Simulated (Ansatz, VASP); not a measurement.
AlP: VASP beside Ansatz

INCAR

```
SYSTEM = AlP
PREC = Accurate
ENCUT = 500
EDIFF = 1E-6
ISMEAR = 0
SIGMA = 0.01
LREAL = .FALSE.
LASPH = .TRUE.
NELM = 120
ALGO = Normal
ISIF = 2
LWAVE = .FALSE.
LCHARG = .FALSE.
GGA = PS
NBANDS = 11
GGA_COMPAT = .FALSE.
```

Contents of KPOINTS:

```
regular mesh
0
G
  8 8 8
  0 0 0
```

The input POSCAR:

```
AlP
1.0
    0.0000000000      2.7255000000      2.7255000000
    2.7255000000      0.0000000000      2.7255000000
    2.7255000000      2.7255000000      0.0000000000
Al P
1 1
Direct
    0.0000000000      0.0000000000      0.0000000000
    0.2500000000      0.2500000000      0.2500000000
```

Input for Ansatz:

```yaml
crystal:
  lattice:
    - [0.0, 2.7255, 2.7255]
    - [2.7255, 0.0, 2.7255]
    - [2.7255, 2.7255, 0.0]
  atoms:
    - { symbol: Al, position: [0.0, 0.0, 0.0] }
    - { symbol: P, position: [0.25, 0.25, 0.25] }
kpoints:
  mp_grid:
    grid: [8, 8, 8]
hamiltonian:
  xc: pbesol
scf:
  occupations:
    method: fixed
output:
  stress: true
  eigenvalues: true
```

Alike in both runs: task single point; functional PBEsol; k mesh 8 × 8 × 8; no spin polarisation.

|  | VASP | Ansatz |
| --- | --- | --- |
| version | VASP 6.6.1 | Ansatz 0.2.0 |
| potentials or method | VASP PAW PBE potentials, release 64 (Al, P) | plane waves, PAW |
| plane-wave cutoff (eV) | 500 | 420 |
| occupations | gaussian, width 0.01 eV | fixed |
| valence electrons in the cell | 8 | 8 |

```tsv
	VASP	Ansatz	Ansatz less VASP
gap on the k mesh at the Fermi level (eV)	1.43	1.43	+0.003
pressure (GPa)	1.0	1.0	-0.03
```

VASP's potentials were made for PBE, not for PBEsol.
